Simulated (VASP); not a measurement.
# Pd (Fm-3m) in VASP: single point with PBE

Aim: the single point of Pd with PBE.

All numbers are computed with VASP 6.6.1; they aren't measurements. Logs are shortened: lines on timing, memory, paths and dates and some standing lists are left out, and cuts for length are marked.

### 1 The cell of the first run

Symmetry: Fm-3m, No. 225, cubic system. Conventional cell: a = 3.942 Å, b = 3.942 Å, c = 3.942 Å, α = 90.00°, β = 90.00°, γ = 90.00°. Within 3.7 Å of Pd (site symmetry m-3m) lie 12 Pd at 2.79 Å.

### 2 Single point, PBE

File INCAR:

```
SYSTEM = Pd
ALGO = Normal
EDIFF = 1E-6
ENCUT = 500
GGA = PE
GGA_COMPAT = .FALSE.
ISIF = 2
ISMEAR = -1
LASPH = .TRUE.
LCHARG = .TRUE.
LELF = .TRUE.
LREAL = .FALSE.
LVHAR = .TRUE.
LWAVE = .FALSE.
NBANDS = 28
NELM = 120
PREC = Accurate
SIGMA = 0.1
```

File KPOINTS:

```
k-points
0
G
  2 2 2
  0 0 0
```

File POSCAR:

```
Pd
1.0
    3.9421759900      0.0000000000      0.0000000000
    0.0000000000      3.9421759900      0.0000000000
    0.0000000000      0.0000000000      3.9421759900
Pd
4
Direct
    0.5000000000      0.5000000000      0.0000000000
    0.0000000000      0.0000000000      0.0000000000
    0.5000000000      0.0000000000      0.5000000000
    0.0000000000      0.5000000000      0.5000000000
```

Potentials or basis: VASP PAW PBE potentials, release 64 (Pd).

On the command line:

```bash
$ cat potpaw_PBE.64/Pd/POTCAR > POTCAR
$ mpirun -np 1 vasp_std > vasp.out
```

OUTCAR:

```text
SYSTEM = Pd
   EDIFF = 1E-6
   ENCUT = 500
   GGA = PE
   ISIF = 2
   ISMEAR = -1
   LASPH = .TRUE.
   LREAL = .FALSE.
   NELM = 120
   PREC = Accurate

 ion  position               nearest neighbor table
   1  0.500  0.500  0.000-   2 2.79   3 2.79   4 2.79   3 2.79   4 2.79   2 2.79   3 2.79   3 2.79
                             2 2.79   4 2.79   4 2.79   2 2.79
   2  0.000  0.000  0.000-   1 2.79   3 2.79   4 2.79   3 2.79   4 2.79   1 2.79   4 2.79   4 2.79
                             1 2.79   3 2.79   3 2.79   1 2.79
   3  0.500  0.000  0.500-   1 2.79   2 2.79   4 2.79   1 2.79   2 2.79   1 2.79   4 2.79   1 2.79
                             2 2.79   4 2.79   2 2.79   4 2.79
   4  0.000  0.500  0.500-   1 2.79   2 2.79   3 2.79   1 2.79   2 2.79   2 2.79   3 2.79   2 2.79
                             1 2.79   3 2.79   1 2.79   3 2.79

  LATTYP: Found a simple cubic cell.
 ALAT       =     3.9421759900

  Lattice vectors:

 A1 = (   3.9421759900,   0.0000000000,   0.0000000000)
 A2 = (   0.0000000000,   3.9421759900,   0.0000000000)
 A3 = (   0.0000000000,   0.0000000000,   3.9421759900)

Analysis of symmetry for initial positions (statically):
=====================================================================
 Subroutine PRICEL returns following result:

  LATTYP: Found a face centered cubic cell.
 ALAT       =     3.9421759900

  Lattice vectors:

 A1 = (   1.9710879950,  -1.9710879950,   0.0000000000)
 A2 = (   1.9710879950,   0.0000000000,   1.9710879950)
 A3 = (   0.0000000000,  -1.9710879950,   1.9710879950)

   4 primitive cells build up your supercell.

 Routine SETGRP: Setting up the symmetry group for a
 simple cubic supercell.

 Subroutine GETGRP returns: Found 48 space group operations
 (whereof 48 operations were pure point group operations)
 out of a pool of 48 trial point group operations.

The static configuration has the point symmetry O_h .

Analysis of symmetry for dynamics (positions and initial velocities):
=====================================================================
 Subroutine PRICEL returns following result:

  LATTYP: Found a face centered cubic cell.
 ALAT       =     3.9421759900

  Lattice vectors:

 A1 = (   1.9710879950,  -1.9710879950,   0.0000000000)
 A2 = (   1.9710879950,   0.0000000000,   1.9710879950)
 A3 = (   0.0000000000,  -1.9710879950,   1.9710879950)

   4 primitive cells build up your supercell.

 Routine SETGRP: Setting up the symmetry group for a
 simple cubic supercell.

 Subroutine GETGRP returns: Found 48 space group operations
 (whereof 48 operations were pure point group operations)
 out of a pool of 48 trial point group operations.

The dynamic configuration has the point symmetry O_h .

 Subroutine INISYM returns: Found 48 space group operations
 (whereof 48 operations are pure point group operations),
 and found     4 'primitive' translations

----------------------------------------------------------------------------------------

                                     Primitive cell

  volume of cell :      15.3161

  direct lattice vectors                    reciprocal lattice vectors
     1.971087995 -1.971087995  0.000000000     0.253667011 -0.253667011 -0.253667011
     1.971087995  0.000000000  1.971087995     0.253667011  0.253667011  0.253667011
     0.000000000 -1.971087995  1.971087995    -0.253667011 -0.253667011  0.253667011

  length of vectors
     2.787539375  2.787539375  2.787539375     0.439364151  0.439364151  0.439364151

  position of ions in fractional coordinates (direct lattice)
     0.000000000  1.000000000  0.000000000

  ion indices of the primitive-cell ions
   primitive index   ion index
                 1           1

----------------------------------------------------------------------------------------

 KPOINTS: k-points

Automatic generation of k-mesh.
 Grid dimensions read from file:
 generate k-points for:    2    2    2

 Generating k-lattice:

  Cartesian coordinates                     Fractional coordinates (reciprocal lattice)
     0.126833505  0.000000000  0.000000000     0.500000000  0.000000000  0.000000000
     0.000000000  0.126833505  0.000000000     0.000000000  0.500000000  0.000000000
     0.000000000  0.000000000  0.126833505     0.000000000  0.000000000  0.500000000

  Length of vectors
     0.126833505  0.126833505  0.126833505

  Shift w.r.t. Gamma in fractional coordinates (k-lattice)
     0.000000000  0.000000000  0.000000000

 Subroutine IBZKPT returns following result:
 ===========================================

 Found      4 irreducible k-points:

 Following reciprocal coordinates:
            Coordinates               Weight
  0.000000  0.000000  0.000000      1.000000
  0.500000  0.000000  0.000000      3.000000
  0.500000  0.500000  0.000000      3.000000
  0.500000  0.500000  0.500000      1.000000
   k-points           NKPTS =      4   k-points in BZ     NKDIM =      4   number of bands    NBANDS=     28
   number of dos      NEDOS =    301   number of ions     NIONS =      4
   total plane-waves  NPLWV =  27000
   dimension x,y,z NGX =    30 NGY =   30 NGZ =   30
   dimension x,y,z NGXF=    60 NGYF=   60 NGZF=   60
   ions per type =               4
   NGX,Y,Z   is equivalent  to a cutoff of  12.65, 12.65, 12.65 a.u.
   NGXF,Y,Z  is equivalent  to a cutoff of  25.30, 25.30, 25.30 a.u.
 SYSTEM =  Pd
   PREC   = accura    normal or accurate (medium, high low for compatibility)
   ISTART =      0    job   : 0-new  1-cont  2-samecut
   ICHARG =      2    charge: 1-file 2-atom 10-const
   ISPIN  =      1    spin polarized calculation?
   LNONCOLLINEAR =      F non collinear calculations
   LSORBIT =      F    spin-orbit coupling
   LASPH  =      T    aspherical Exc in radial PAW
   ENCUT  =  500.0 eV  36.75 Ry    6.06 a.u.   7.19  7.19  7.19*2*pi/ulx,y,z
   NELM   =    120;   NELMIN=  2; NELMDL= -5     # of ELM steps
   EDIFF  = 0.1E-05   stopping-criterion for ELM
   LREAL  =      F    real-space projection
   EDIFFG = 0.1E-04   stopping-criterion for IOM
   NSW    =      0    number of steps for IOM
   IBRION =     -1    ionic relax: 0-MD 1-quasi-New 2-CG
   NFREE  =      0    steps in history (QN), initial steepest desc. (CG)
   ISIF   =      2    stress and relaxation
   ISYM   =      2    0-nonsym 1-usesym 2-fastsym
   POTIM  = 0.5000    time-step for ionic-motion
   TEBEG  =    0.0;   TEEND  =   0.0 temperature during run
   PSTRESS=    0.0 pullay stress
   NELECT =      40.0000    total number of electrons
   NUPDOWN=      -1.0000    fix difference up-down
   EMIN   =  10.00;   EMAX   =-10.00  energy-range for DOS
   EFERMI =   0.00;   METHOD = LEGACY
   ISMEAR =    -1;   SIGMA  =   0.10  broadening in eV -4-tet -1-fermi 0-gaus
   EFERMI_NEDOS =   21; number of points for ismear=-14 and -15
   IALGO  =     38    algorithm
   IMIX   =      4    mixing-type and parameters
     AMIX     =   0.40;   BMIX     =  1.00
     AMIX_MAG =   1.60;   BMIX_MAG =  1.00
  volume/ion in A,a.u.               =      15.32       103.36
  Fermi-wavevector in a.u.,A,eV,Ry     =   1.420230  2.683846 27.443693  2.017055
  Thomas-Fermi vector in A             =   2.541168
   LORBIT       =      0    0 simple, 1 ext, 2 COOP (PROOUT), +10 PAW based schemes
   GGA     = PE    functional components
   LHFCALC =     F    Hartree Fock is set to
   AEXX    =    0.0000 exact exchange contribution
   IVDW    =     0    specifies the selected vdW correction
   LEPSILON=     F    determine dielectric tensor
   LRPA    =     F    only Hartree local field effects (RPA)
 non-spin polarized calculation
  energy-cutoff  :      500.00
  volume of cell :       61.26
 maximum number of plane-waves:      1596
 NGX is ok and might be reduce to    30
   NGX = 15   NGY = 15   NGZ = 15

 number of electron      40.0000017 magnetization

 Free energy of the ion-electron system (eV)
  ---------------------------------------------------
  ext. energy  EPLUGINS =         0.00000000
  ---------------------------------------------------
  free energy    TOTEN  =       -21.05910077 eV

  energy without entropy =      -20.79376644  energy(sigma->0) =      -20.92643360

 E-fermi :   9.5477     XC(G=0): -12.9217

 val. band max:        9.2660560874   @ k =   0.5000   0.5000   0.5000
 cond. band min:       9.5605680637   @ k =   0.0000   0.0000   0.0000
 fundamental gap:      0.2945119763
 Fermi energy:         9.5477313645

 k-point     1 :       0.0000    0.0000    0.0000
  band No.  band energies     occupation
      1       2.3180      2.00000
      2       4.1592      2.00000
      3       4.1592      2.00000
      4       4.1592      2.00000
      5       4.4389      2.00000
      6       4.4389      2.00000
[... 20 lines left out ...]
     27      19.6171      0.00000
     28      22.1780      0.00000

 k-point     2 :       0.5000    0.0000    0.0000
  band No.  band energies     occupation
      1       4.4827      2.00000
      2       4.4827      2.00000
      3       5.1802      2.00000
      4       5.1802      2.00000
      5       5.4207      2.00000
      6       5.4207      2.00000
[... 20 lines left out ...]
     27      19.2875      0.00000
     28      19.2875      0.00000

 k-point     3 :       0.5000    0.5000    0.0000
  band No.  band energies     occupation
      1       5.5639      2.00000
      2       5.5639      2.00000
      3       5.5639      2.00000
      4       5.5639      2.00000
      5       6.0039      2.00000
      6       6.0039      2.00000
[... 20 lines left out ...]
     27      21.5157      0.00000
     28      21.5157      0.00000

 k-point     4 :       0.5000    0.5000    0.5000
  band No.  band energies     occupation
      1       4.2215      2.00000
      2       4.2215      2.00000
      3       4.2215      2.00000
      4       4.2215      2.00000
      5       6.5563      2.00000
      6       6.5563      2.00000
[... 20 lines left out ...]
     27      16.2604      0.00000
     28      16.2604      0.00000

------------------------ aborting loop because EDIFF is reached ----------------------------------------

  FORCE on cell =-STRESS in cart. coord.  units (eV):
  Direction    XX          YY          ZZ          XY          YZ          ZX
  --------------------------------------------------------------------------------------
  -------------------------------------------------------------------------------------
  Total        0.9442847      0.9442847      0.9442847     -0.0000000      0.0000000     -0.0000000
  in kB       24.6947991     24.6947991     24.6947991     -0.0000000      0.0000000     -0.0000000
  external PRESSURE =      24.6947991 kB  Pullay stress =       0.0000000 kB

 VOLUME and BASIS-vectors are now :
 -----------------------------------------------------------------------------
  energy-cutoff  :      500.00
  volume of cell :       61.26
      direct lattice vectors                 reciprocal lattice vectors
     3.942175990  0.000000000  0.000000000     0.253667011  0.000000000  0.000000000
     0.000000000  3.942175990  0.000000000     0.000000000  0.253667011  0.000000000
     0.000000000  0.000000000  3.942175990     0.000000000  0.000000000  0.253667011

 POSITION                                       TOTAL-FORCE (eV/Angst)
 -----------------------------------------------------------------------------------
      1.97109      1.97109      0.00000         0.000000     -0.000000     -0.000000
      0.00000      0.00000      0.00000         0.000000      0.000000     -0.000000
      1.97109      0.00000      1.97109        -0.000000     -0.000000      0.000000
      0.00000      1.97109      1.97109        -0.000000     -0.000000      0.000000
 -----------------------------------------------------------------------------------
    total drift:                                0.000000      0.000000     -0.000000

  FREE ENERGIE OF THE ION-ELECTRON SYSTEM (eV)
  ---------------------------------------------------
  free  energy   TOTEN  =       -21.0591007697 eV

  energy  without entropy=      -20.7937664390  energy(sigma->0) =      -20.92643360
```

It took 17 s on 1 thread of AMD EPYC 7R13, shared host; peak memory 0.13 GiB.

Results:

| Quantity | Value |
| --- | --- |
| Free energy | -21.0591 eV |
| Pressure | 2.5 GPa |
| Band gap on the k mesh | zero (filled and empty bands touch) |

Levels at points of the mesh, in eV from the Fermi level:
| k point | band 17 | band 18 | band 19 | band 20 | band 21 | band 22 | band 23 | band 24 |
| --- | --- | --- | --- | --- | --- | --- | --- | --- |
| (0.00, 0.00, 0.00) | 0.01 | 0.01 | 0.01 | 0.01 | 0.01 | 2.98 | 2.98 | 2.98 |
| (0.50, 0.00, 0.00) | -1.51 | -1.51 | -0.88 | -0.88 | 0.01 | 0.01 | 8.35 | 8.35 |
| (0.50, 0.50, 0.00) | -1.47 | -1.47 | -1.47 | -1.47 | 1.94 | 1.94 | 1.94 | 1.94 |
| (0.50, 0.50, 0.50) | -0.28 | -0.28 | -0.28 | -0.28 | 0.72 | 0.72 | 0.72 | 0.72 |

Caveat: the k points lie up to 0.80 Å⁻¹ apart.
